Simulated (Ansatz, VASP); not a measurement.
**Two plane-wave programs on AlN**

Contents of INCAR:

```
SYSTEM = AlN
ALGO = Normal ; EDIFF = 1E-6
ENCUT = 520 ; GGA = PS
ISIF = 2 ; ISMEAR = 0
LASPH = .True. ; LCHARG = .True.
LELF = .True. ; LREAL = .False.
LVHAR = .True. ; LWAVE = .False.
NBANDS = 26 ; NELM = 60
PREC = Accurate ; SIGMA = 0.05
```

File KPOINTS:

```
k-points
0
Gamma
  6 6 6
  0 0 0
```

Contents of POSCAR:

```
AlN
1.0
    4.3771405283      0.0000000000      0.0000000000
    0.0000000000     -4.3771405283      0.0000000000
    0.0000000000      0.0000000000     -4.3771405283
Al N
4 4
Direct
   -0.0610641494      0.0000000000     -0.0610641494
    0.5000000000      0.5000000000      0.0000000000
    0.5000000000      0.0000000000      0.5000000000
    0.0000000000      0.5000000000      0.5000000000
    0.7500000000      0.7500000000      0.7500000000
    0.2500000000      0.2500000000      0.7500000000
    0.2500000000      0.7500000000      0.2500000000
    0.7500000000      0.2500000000      0.2500000000
```

Input for Ansatz:

```yaml
crystal:
  lattice:
    - [4.3771405283, 0.0, 0.0]
    - [0.0, -4.3771405283, 0.0]
    - [0.0, 0.0, -4.3771405283]
  atoms:
    - { symbol: Al, position: [-0.0610641494, 0.0, -0.0610641494] }
    - { symbol: Al, position: [0.5, 0.5, 0.0] }
    - { symbol: Al, position: [0.5, 0.0, 0.5] }
    - { symbol: Al, position: [0.0, 0.5, 0.5] }
    - { symbol: "N", position: [0.75, 0.75, 0.75] }
    - { symbol: "N", position: [0.25, 0.25, 0.75] }
    - { symbol: "N", position: [0.25, 0.75, 0.25] }
    - { symbol: "N", position: [0.75, 0.25, 0.25] }
basis:
  ecutwfc: 420
kpoints:
  mp_grid: { grid: [6, 6, 6] }
hamiltonian:
  xc: pbesol
  pseudopotentials: { kind: paw, azcp: { folder: soft_1 } }
scf:
  occupations: { method: gaussian, width: 0.05 }
output:
  forces: true
  stress: true
  eigenvalues: true
```

Alike in both runs: task single point; functional PBEsol; k mesh 6 × 6 × 6; occupations gaussian, width 0.05 eV; no spin polarisation.

```csv
,VASP,Ansatz
version,VASP 6.6.1,Ansatz 0.2.0
potentials or method,"VASP PAW PBE potentials, release 64 (Al, N), cutoff 520 eV","scalar-relativistic, plane waves, PAW"
valence electrons in the cell,32,32
```

|  | VASP | Ansatz | Ansatz less VASP |
| --- | --- | --- | --- |
| gap on the k mesh at the Fermi level (eV) | 1.50 | 1.51 | +0.005 |
| least direct gap on the mesh (eV) | 1.52 | 1.52 | +0.006 |
| pressure (GPa) | 5.4 | 5.3 | -0.10 |
| traceless stress, the component that is largest in VASP (GPa) | -6.73 | -6.62 | +0.114 |
| rms of the force components (eV/Å) | 2.585 | 2.563 | -0.0220 |

VASP's potentials were made for PBE, not for PBEsol, and Ansatz warns of the same on its side. Atom by atom the forces differ by 0.025 eV/Å (rms over components). With one functional, cell and mesh, what is left measures potentials, basis and numerics.
